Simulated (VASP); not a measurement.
Wanted: the native input for a VASP 6.6.1 run.

- Task: single point
- Functional: PBE
- Potentials or basis: VASP PAW PBE potentials, release 64 (Tl_d, Ba_sv, Br)
- Cutoff: 520 eV
- k mesh: 4 × 4 × 4
- Occupations: gaussian, width 0.01 eV
- Spin: no spin polarisation
- Dipole correction: no
- Further INCAR settings: ALGO = Normal; EDIFF = 1e-06; NBANDS = 30

The structure of BaTlBr3 lies in POSCAR:

```
BaTlBr3
1.0
    6.3984064774      0.0000000000      0.0000000000
    0.0000000000      6.3984064774      0.0000000000
    0.0000000000      0.0000000000      6.3984064774
Tl Ba Br
1 1 3
Direct
    0.0000000000      0.0000000000      0.0000000000
    0.5000000000      0.5000000000      0.5000000000
    0.5000000000      0.5000000000      0.0000000000
    0.5000000000      0.0000000000      0.5000000000
    0.0000000000      0.5000000000      0.5000000000
```

The input as run:

INCAR

```
  PREC = Accurate
  ENCUT = 520
  EDIFF = 1E-6
  ISMEAR = 0
  SIGMA = 0.01
  LREAL = False
  LASPH = True
  NELM = 80
  ALGO = Normal
  ISIF = 2
  LWAVE = False
  LCHARG = True
  GGA = PE
  LELF = True
  LVHAR = True
  NBANDS = 30
```

KPOINTS

```
regular mesh
0
Gamma
  4 4 4
```

Potentials or basis: VASP PAW PBE potentials, release 64 (Tl_d, Ba_sv, Br).

The run is started by

```console
$ cat potpaw_PBE.64/Tl_d/POTCAR potpaw_PBE.64/Ba_sv/POTCAR potpaw_PBE.64/Br/POTCAR > POTCAR
$ mpirun -np 1 vasp_std > vasp.out
```

It gave:

```yaml
Pressure: -0.6 GPa
Band_gap_on_the_k_mesh: 2.89 eV (least direct gap 3.10 eV)
```

Caveat: spin-orbit coupling is left out, which moves the levels of the heavy elements.

It took 32 s on 1 thread of Intel(R) Xeon(R) 6975P-C (Granite Rapids), with other jobs on the host, peak memory 0.36 GiB.
